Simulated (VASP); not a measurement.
# BeTe: relaxation of cell and atoms with LDA

BeTe:

```xyz
2
Lattice="0.0000 2.8319 2.8319 2.8319 0.0000 2.8319 2.8319 2.8319 0.0000" Properties=species:S:1:pos:R:3 pbc="T T T"
Be    0.0000    0.0000    0.0000
Te    1.4159    1.4159    1.4159
```

```
Program                : VASP 6.6.1
Task                   : relaxation of cell and atoms
Functional             : LDA
Potentials or basis    : VASP PAW LDA potentials, release 64 (Be, Te)
Cutoff                 : 600 eV
k mesh                 : 8 × 8 × 8
Occupations            : gaussian, width 0.02 eV
Spin                   : no spin polarisation
Dipole correction      : no
Further INCAR settings : ALGO = Normal; EDIFF = 1e-06; IBRION = 2; EDIFFG = -0.005; NSW = 70; ISIF = 3
```

```json
{"Relaxed volume": "21.51 Å³/atom", "Relaxed cell": "a = 3.933 Å, b = 3.933 Å, c = 3.933 Å, α = 60.00°, β = 60.00°, γ = 60.00°", "Space group after relaxing (to 0.1 Å)": "F-43m (No. 216)", "Energy gained by relaxing": "12.1 meV/atom", "Ionic steps": "3", "Pressure after relaxing": "0.0 GPa", "Band gap on the k mesh": "1.78 eV (least direct gap 3.55 eV)"}
```

Step by step:
```tsv
step	energy change (eV)	largest force (eV/Å)	pressure (GPa)	volume (Å³)
1	0.0000	0.0000	-3.10	45.42
2	-0.0234	0.0000	0.64	42.60
3	-0.0243	0.0000	0.02	43.02
```

Final structure:
```
Be Te
1.0
     0.00000    2.78101    2.78101
     2.78101    0.00000    2.78101
     2.78101    2.78101    0.00000
Be Te
1 1
Direct
  0.00000 0.00000 0.00000
  0.25000 0.25000 0.25000
```

Levels at points of the mesh, in eV from the valence-band top:
| k point | band 1 | band 2 | band 3 | band 4 | band 5 | band 6 | band 7 | band 8 |
| --- | --- | --- | --- | --- | --- | --- | --- | --- |
| (0.00, 0.00, 0.00) | -12.57 | 0.00 | 0.00 | 0.00 | 3.55 | 3.55 | 3.55 | 4.00 |
| (0.50, 0.00, 0.00) | -11.14 | -5.78 | -1.19 | -1.19 | 3.15 | 4.54 | 4.54 | 7.64 |
| (0.50, 0.50, 0.00) | -10.62 | -5.28 | -2.79 | -2.79 | 1.78 | 2.60 | 9.83 | 9.83 |

Run time: 16 s on 1 thread of Intel Xeon 8259CL, on a shared host, peak memory 0.16 GiB.

Caveat: spin-orbit coupling is left out, which moves the levels of the heavy elements. LDA usually gives volumes a few per cent too small.
